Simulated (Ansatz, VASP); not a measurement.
## One calculation of Zr3O, two programs

```
CELL_PARAMETERS angstrom
5.41373 0.00000 0.00000
-2.70686 4.68842 0.00000
0.00000 0.00000 5.48573
ATOMIC_POSITIONS crystal
Zr 0.31261 0.00000 0.00000
Zr 0.31261 0.31261 0.50000
Zr 0.00000 0.31261 0.00000
Zr 0.68739 0.00000 0.50000
Zr 0.68739 0.68739 0.00000
Zr 0.00000 0.68739 0.50000
O 0.33333 0.66667 0.25000
O 0.66667 0.33333 0.75000
```

Alike in both runs: task single point; functional PBEsol; k mesh 9 × 9 × 8; occupations gaussian, width 0.15 eV; no spin polarisation.

|  | VASP | Ansatz |
| --- | --- | --- |
| version | VASP 6.6.1 | Ansatz 0.2.0 |
| potentials or method | VASP PAW PBE potentials, release 64 (Zr_sv, O), cutoff 520 eV | scalar-relativistic, plane waves, PAW |
| valence electrons in the cell | 84 | 84 |

```tsv
	VASP	Ansatz	Ansatz less VASP
gap on the k mesh at the Fermi level (eV)	none	none	-
pressure (GPa)	-1.1	-1.2	-0.11
traceless stress, the component that is largest in VASP (GPa)	-6.49	-6.48	+0.010
rms of the force components (eV/Å)	1.215	1.217	+0.0014
```

VASP's potentials were made for PBE, not for PBEsol, and Ansatz warns of the same on its side. Atom by atom the forces differ by 0.001 eV/Å (rms over components). A gap of «none» marks a metal or a gap that the smearing closes.
